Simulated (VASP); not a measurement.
# F (Cmce) in VASP: single point with PBE

Aim: the single point of F with PBE.

All numbers are computed with VASP 6.6.1; they aren't measurements. Logs are shortened: lines on timing, memory, paths and dates and some standing lists are left out, and cuts for length are marked.

### 1 The cell of the first run

Symmetry: Cmce, No. 64, orthorhombic system. Conventional cell: a = 7.080 Å, b = 4.184 Å, c = 6.376 Å, α = 90.00°, β = 90.00°, γ = 90.00°. F (site symmetry m) has 1 F at 1.43 Å within 1.9 Å.

### 2 Single point, PBE

INCAR reads:

```
  ALGO = Normal
  EDIFF = 1E-6
  ENCUT = 520
  GGA = PE
  ISIF = 2
  ISMEAR = 0
  LASPH = T
  LCHARG = F
  LREAL = F
  LWAVE = F
  NBANDS = 22
  NELM = 60
  PREC = Accurate
  SIGMA = 0.01
```

KPOINTS reads:

```
k-points
0
Gamma
  4 4 2
```

POSCAR reads:

```
F
1.0
    3.5401180000     -2.0919010000      0.0000000000
    3.5401180000      2.0919010000      0.0000000000
    0.0000000000      0.0000000000      6.3757260000
F
4
Direct
    0.9125420000      0.0874580000      0.0960130000
    0.5874580000      0.4125420000      0.5960130000
    0.4125420000      0.5874580000      0.4039870000
    0.0874580000      0.9125420000      0.9039870000
```

Potentials or basis: VASP PAW PBE potentials, release 64 (F).

Command:

```bash
cat potpaw_PBE.64/F/POTCAR > POTCAR
mpirun -np 1 vasp_std > vasp.out
```

OUTCAR:

```text
EDIFF = 1E-6
   ENCUT = 520
   GGA = PE
   ISIF = 2
   ISMEAR = 0
   LASPH = T
   LREAL = F
   NELM = 60
   PREC = Accurate

 ion  position               nearest neighbor table
   1  0.913  0.087  0.096-   4 1.43
   2  0.587  0.413  0.596-   3 1.43
   3  0.413  0.587  0.404-   2 1.43
   4  0.087  0.913  0.904-   1 1.43

  LATTYP: Found a base centered orthorhombic cell.
 ALAT       =     4.1838020000
 B/A-ratio  =     1.6922971020
 C/A-ratio  =     1.5239072021

  Lattice vectors:

 A1 = (  -3.5401180000,  -2.0919010000,   0.0000000000)
 A2 = (   3.5401180000,  -2.0919010000,   0.0000000000)
 A3 = (   0.0000000000,   0.0000000000,   6.3757260000)

Analysis of symmetry for initial positions (statically):
=====================================================================
 Subroutine PRICEL returns:
 Original cell was already a primitive cell.

 Routine SETGRP: Setting up the symmetry group for a
 base centered orthorhombic supercell.

 Subroutine GETGRP returns: Found  8 space group operations
 (whereof  4 operations were pure point group operations)
 out of a pool of  8 trial point group operations.

The static configuration has the point symmetry C_2h.
 The point group associated with its full space group is D_2h.

Analysis of symmetry for dynamics (positions and initial velocities):
=====================================================================
 Subroutine PRICEL returns:
 Original cell was already a primitive cell.

 Routine SETGRP: Setting up the symmetry group for a
 base centered orthorhombic supercell.

 Subroutine GETGRP returns: Found  8 space group operations
 (whereof  4 operations were pure point group operations)
 out of a pool of  8 trial point group operations.

The dynamic configuration has the point symmetry C_2h.
 The point group associated with its full space group is D_2h.

 Subroutine INISYM returns: Found  8 space group operations
 (whereof  4 operations are pure point group operations),
 and found     1 'primitive' translations

----------------------------------------------------------------------------------------

                                     Primitive cell

  volume of cell :      94.4319

  direct lattice vectors                    reciprocal lattice vectors
     3.540118000 -2.091901000  0.000000000     0.141238230 -0.239017047  0.000000000
     3.540118000  2.091901000  0.000000000     0.141238230  0.239017047  0.000000000
     0.000000000  0.000000000  6.375726000     0.000000000  0.000000000  0.156844883

  length of vectors
     4.111992856  4.111992856  6.375726000     0.277628144  0.277628144  0.156844883

  position of ions in fractional coordinates (direct lattice)
     0.912542000  0.087458000  0.096013000
     0.587458000  0.412542000  0.596013000
     0.412542000  0.587458000  0.403987000
     0.087458000  0.912542000  0.903987000

  ion indices of the primitive-cell ions
   primitive index   ion index
                 1           1
                 2           2
                 3           3
                 4           4

----------------------------------------------------------------------------------------

 KPOINTS: k-points

Automatic generation of k-mesh.
 Grid dimensions read from file:
 generate k-points for:    4    4    2

 Generating k-lattice:

  Cartesian coordinates                     Fractional coordinates (reciprocal lattice)
     0.035309557 -0.059754262  0.000000000     0.250000000 -0.000000000  0.000000000
     0.035309557  0.059754262  0.000000000    -0.000000000  0.250000000  0.000000000
     0.000000000  0.000000000  0.078422442     0.000000000  0.000000000  0.500000000

  Length of vectors
     0.069407036  0.069407036  0.078422442

  Shift w.r.t. Gamma in fractional coordinates (k-lattice)
     0.000000000  0.000000000  0.000000000

 Subroutine IBZKPT returns following result:
 ===========================================

 Found     14 irreducible k-points:

 Following reciprocal coordinates:
            Coordinates               Weight
  0.000000  0.000000  0.000000      1.000000
  0.250000 -0.000000  0.000000      4.000000
  0.500000 -0.000000  0.000000      2.000000
  0.250000  0.250000  0.000000      2.000000
  0.500000  0.250000  0.000000      4.000000
 -0.250000  0.250000  0.000000      2.000000
  0.500000  0.500000  0.000000      1.000000
  0.000000  0.000000  0.500000      1.000000
  0.250000 -0.000000  0.500000      4.000000
  0.500000 -0.000000  0.500000      2.000000
  0.250000  0.250000  0.500000      2.000000
  0.500000  0.250000  0.500000      4.000000
 -0.250000  0.250000  0.500000      2.000000
  0.500000  0.500000  0.500000      1.000000
   k-points           NKPTS =     14   k-points in BZ     NKDIM =     14   number of bands    NBANDS=     22
   number of dos      NEDOS =    301   number of ions     NIONS =      4
   total plane-waves  NPLWV =  49152
   dimension x,y,z NGX =    32 NGY =   32 NGZ =   48
   dimension x,y,z NGXF=    64 NGYF=   64 NGZF=   96
   ions per type =               4
   NGX,Y,Z   is equivalent  to a cutoff of  12.94, 12.94, 12.52 a.u.
   NGXF,Y,Z  is equivalent  to a cutoff of  25.87, 25.87, 25.03 a.u.
 SYSTEM =  unknown system
   PREC   = accura    normal or accurate (medium, high low for compatibility)
   ISTART =      0    job   : 0-new  1-cont  2-samecut
   ICHARG =      2    charge: 1-file 2-atom 10-const
   ISPIN  =      1    spin polarized calculation?
   LNONCOLLINEAR =      F non collinear calculations
   LSORBIT =      F    spin-orbit coupling
   LASPH  =      T    aspherical Exc in radial PAW
   ENCUT  =  520.0 eV  38.22 Ry    6.18 a.u.   7.65  7.65 11.85*2*pi/ulx,y,z
   NELM   =     60;   NELMIN=  2; NELMDL= -5     # of ELM steps
   EDIFF  = 0.1E-05   stopping-criterion for ELM
   LREAL  =      F    real-space projection
   EDIFFG = 0.1E-04   stopping-criterion for IOM
   NSW    =      0    number of steps for IOM
   IBRION =     -1    ionic relax: 0-MD 1-quasi-New 2-CG
   NFREE  =      0    steps in history (QN), initial steepest desc. (CG)
   ISIF   =      2    stress and relaxation
   ISYM   =      2    0-nonsym 1-usesym 2-fastsym
   POTIM  = 0.5000    time-step for ionic-motion
   TEBEG  =    0.0;   TEEND  =   0.0 temperature during run
   PSTRESS=    0.0 pullay stress
   NELECT =      28.0000    total number of electrons
   NUPDOWN=      -1.0000    fix difference up-down
   EMIN   =  10.00;   EMAX   =-10.00  energy-range for DOS
   EFERMI =   0.00;   METHOD = LEGACY
   ISMEAR =     0;   SIGMA  =   0.01  broadening in eV -4-tet -1-fermi 0-gaus
   EFERMI_NEDOS =   21; number of points for ismear=-14 and -15
   IALGO  =     38    algorithm
   IMIX   =      4    mixing-type and parameters
     AMIX     =   0.40;   BMIX     =  1.00
     AMIX_MAG =   1.60;   BMIX_MAG =  1.00
  volume/ion in A,a.u.               =      23.61       159.31
  Fermi-wavevector in a.u.,A,eV,Ry     =   1.091662  2.062941 16.214402  1.191725
  Thomas-Fermi vector in A             =   2.227911
   LORBIT       =      0    0 simple, 1 ext, 2 COOP (PROOUT), +10 PAW based schemes
   GGA     = PE    functional components
   LHFCALC =     F    Hartree Fock is set to
   AEXX    =    0.0000 exact exchange contribution
   IVDW    =     0    specifies the selected vdW correction
   LEPSILON=     F    determine dielectric tensor
   LRPA    =     F    only Hartree local field effects (RPA)
 non-spin polarized calculation
 Gauss-broadening in eV      SIGMA  =   0.01
  energy-cutoff  :      520.00
  volume of cell :       94.43
 maximum number of plane-waves:      2572
 NGX is ok and might be reduce to    32
   NGX = 15   NGY = 15   NGZ = 23

 number of electron      28.0000018 magnetization

 Free energy of the ion-electron system (eV)
  ---------------------------------------------------
  ext. energy  EPLUGINS =         0.00000000
  ---------------------------------------------------
  free energy    TOTEN  =        -7.31217689 eV

  energy without entropy =       -7.31217689  energy(sigma->0) =       -7.31217689

 E-fermi :  -6.5918     XC(G=0):  -6.0827

 val. band max:       -6.6664650560   @ k =   0.5000   0.5000   0.0000
 cond. band min:      -3.5735213669   @ k =   0.0000   0.0000   0.0000
 fundamental gap:      3.0929436890
 Fermi energy:        -6.5917545473

 k-point     1 :       0.0000    0.0000    0.0000
  band No.  band energies     occupation
      1     -31.2330      2.00000
      2     -31.1514      2.00000
      3     -25.1919      2.00000
      4     -25.0135      2.00000
      5     -12.8150      2.00000
      6     -12.5047      2.00000
[... 14 lines left out ...]
     21      11.3429      0.00000
     22      11.4051      0.00000

 k-point     2 :       0.2500   -0.0000    0.0000
  band No.  band energies     occupation
      1     -31.2166      2.00000
      2     -31.1592      2.00000
      3     -25.1684      2.00000
      4     -25.0421      2.00000
      5     -12.7823      2.00000
      6     -12.5582      2.00000
[... 14 lines left out ...]
     21       9.6368      0.00000
     22      10.2932      0.00000

 k-point     3 :       0.5000   -0.0000    0.0000
  band No.  band energies     occupation
      1     -31.1839      2.00000
      2     -31.1839      2.00000
      3     -25.1080      2.00000
      4     -25.1080      2.00000
      5     -12.6812      2.00000
      6     -12.6812      2.00000
[... 14 lines left out ...]
     21       7.6854      0.00000
     22       7.6854      0.00000

 k-point     4 :       0.2500    0.2500    0.0000
  band No.  band energies     occupation
      1     -31.2279      2.00000
      2     -31.1491      2.00000
      3     -25.1880      2.00000
      4     -25.0153      2.00000
      5     -12.8026      2.00000
      6     -12.5103      2.00000
[... 14 lines left out ...]
     21       9.3769      0.00000
     22      10.2567      0.00000

 k-point     5 :       0.5000    0.2500    0.0000
  band No.  band energies     occupation
      1     -31.2116      2.00000
      2     -31.1573      2.00000
      3     -25.1628      2.00000
      4     -25.0454      2.00000
      5     -12.7648      2.00000
      6     -12.5684      2.00000
[... 14 lines left out ...]
     21       7.1522      0.00000
     22       9.0661      0.00000

 k-point     6 :      -0.2500    0.2500    0.0000
  band No.  band energies     occupation
      1     -31.1850      2.00000
      2     -31.1828      2.00000
      3     -25.1108      2.00000
      4     -25.1052      2.00000
      5     -12.6915      2.00000
      6     -12.6706      2.00000
[... 14 lines left out ...]
     21       8.6364      0.00000
     22       8.8582      0.00000

 k-point     7 :       0.5000    0.5000    0.0000
  band No.  band energies     occupation
      1     -31.2236      2.00000
      2     -31.1468      2.00000
      3     -25.1839      2.00000
      4     -25.0174      2.00000
      5     -12.7894      2.00000
      6     -12.5159      2.00000
[... 14 lines left out ...]
     21       7.5062      0.00000
     22       9.6159      0.00000

 k-point     8 :       0.0000    0.0000    0.5000
  band No.  band energies     occupation
      1     -31.1926      2.00000
      2     -31.1926      2.00000
      3     -25.1029      2.00000
      4     -25.1029      2.00000
      5     -12.6708      2.00000
      6     -12.6708      2.00000
[... 14 lines left out ...]
     21      11.0813      0.00000
     22      11.0813      0.00000

 k-point     9 :       0.2500   -0.0000    0.5000
  band No.  band energies     occupation
      1     -31.1881      2.00000
      2     -31.1881      2.00000
      3     -25.1055      2.00000
      4     -25.1055      2.00000
      5     -12.6646      2.00000
      6     -12.6646      2.00000
[... 14 lines left out ...]
     21       9.4900      0.00000
     22       9.4900      0.00000

 k-point    10 :       0.5000   -0.0000    0.5000
  band No.  band energies     occupation
      1     -31.1837      2.00000
      2     -31.1837      2.00000
      3     -25.1082      2.00000
      4     -25.1082      2.00000
      5     -12.6578      2.00000
      6     -12.6578      2.00000
[... 14 lines left out ...]
     21      10.1764      0.00000
     22      10.1764      0.00000

 k-point    11 :       0.2500    0.2500    0.5000
  band No.  band energies     occupation
      1     -31.1890      2.00000
      2     -31.1890      2.00000
      3     -25.1015      2.00000
      4     -25.1015      2.00000
      5     -12.6671      2.00000
      6     -12.6671      2.00000
[... 14 lines left out ...]
     21       9.7216      0.00000
     22       9.7216      0.00000

 k-point    12 :       0.5000    0.2500    0.5000
  band No.  band energies     occupation
      1     -31.1846      2.00000
      2     -31.1846      2.00000
      3     -25.1044      2.00000
      4     -25.1044      2.00000
      5     -12.6608      2.00000
      6     -12.6608      2.00000
[... 14 lines left out ...]
     21       8.5228      0.00000
     22       8.5228      0.00000

 k-point    13 :      -0.2500    0.2500    0.5000
  band No.  band energies     occupation
      1     -31.1839      2.00000
      2     -31.1839      2.00000
      3     -25.1083      2.00000
      4     -25.1083      2.00000
      5     -12.6578      2.00000
      6     -12.6578      2.00000
[... 14 lines left out ...]
     21       8.6839      0.00000
     22       8.6839      0.00000

 k-point    14 :       0.5000    0.5000    0.5000
  band No.  band energies     occupation
      1     -31.1855      2.00000
      2     -31.1855      2.00000
      3     -25.1005      2.00000
      4     -25.1005      2.00000
      5     -12.6631      2.00000
      6     -12.6631      2.00000
[... 14 lines left out ...]
     21      10.1803      0.00000
     22      10.1803      0.00000

------------------------ aborting loop because EDIFF is reached ----------------------------------------

  FORCE on cell =-STRESS in cart. coord.  units (eV):
  Direction    XX          YY          ZZ          XY          YZ          ZX
  --------------------------------------------------------------------------------------
  -------------------------------------------------------------------------------------
  Total       -0.2854535     -0.2568292     -0.0546066      0.0000000     -0.0000000      0.0000000
  in kB       -4.8431450     -4.3574905     -0.9264818      0.0000000     -0.0000000      0.0000000
  external PRESSURE =      -3.3757058 kB  Pullay stress =       0.0000000 kB

 VOLUME and BASIS-vectors are now :
 -----------------------------------------------------------------------------
  energy-cutoff  :      520.00
  volume of cell :       94.43
      direct lattice vectors                 reciprocal lattice vectors
     3.540118000 -2.091901000  0.000000000     0.141238230 -0.239017047  0.000000000
     3.540118000  2.091901000  0.000000000     0.141238230  0.239017047  0.000000000
     0.000000000  0.000000000  6.375726000     0.000000000  0.000000000  0.156844883

 POSITION                                       TOTAL-FORCE (eV/Angst)
 -----------------------------------------------------------------------------------
      3.54012     -1.72599      0.61215         0.000000      0.029376      0.036195
      3.54012     -0.36591      3.80002         0.000000     -0.029376      0.036195
      3.54012      0.36591      2.57571         0.000000      0.029376     -0.036195
      3.54012      1.72599      5.76357         0.000000     -0.029376     -0.036195
 -----------------------------------------------------------------------------------
    total drift:                                0.000000     -0.000000     -0.000000

  FREE ENERGIE OF THE ION-ELECTRON SYSTEM (eV)
  ---------------------------------------------------
  free  energy   TOTEN  =        -7.3121768910 eV

  energy  without entropy=       -7.3121768910  energy(sigma->0) =       -7.31217689
```

Run time: 26 s. Hardware: 1 thread of Intel Xeon 8259CL, shared host; peak memory 0.2 GiB.

What came out:

```
Free energy            : -7.3122 eV
Pressure               : -0.3 GPa
Largest force          : 0.047 eV/Å
Band gap on the k mesh : 3.09 eV
```

Forces in eV/Å, atoms in the order of the input:
```
F    0.000  0.029  0.036
F    0.000 -0.029  0.036
F    0.000  0.029 -0.036
F    0.000 -0.029 -0.036
```

Levels at points of the mesh, in eV from the valence-band top:
```
           k point  band 11  band 12  band 13  band 14  band 15  band 16  band 17  band 18
(0.00, 0.00, 0.00)    -0.38    -0.16    -0.07     0.00     3.09     3.46     8.27    11.45
(0.50, 0.00, 0.00)    -0.16    -0.16    -0.13    -0.13     3.29     3.29    11.24    11.24
(0.50, 0.50, 0.00)    -0.39    -0.28    -0.02     0.00     3.16     3.44    10.83    12.27
(0.00, 0.00, 0.50)    -0.20    -0.20    -0.11    -0.11     3.23     3.23     9.28     9.28
(0.50, 0.00, 0.50)    -0.15    -0.15    -0.10    -0.10     3.29     3.29    12.00    12.00
(0.50, 0.50, 0.50)    -0.20    -0.20    -0.15    -0.15     3.27     3.27    11.58    11.58
```

Caveat: the k points lie up to 0.49 Å⁻¹ apart. A k mesh can miss the band edges.
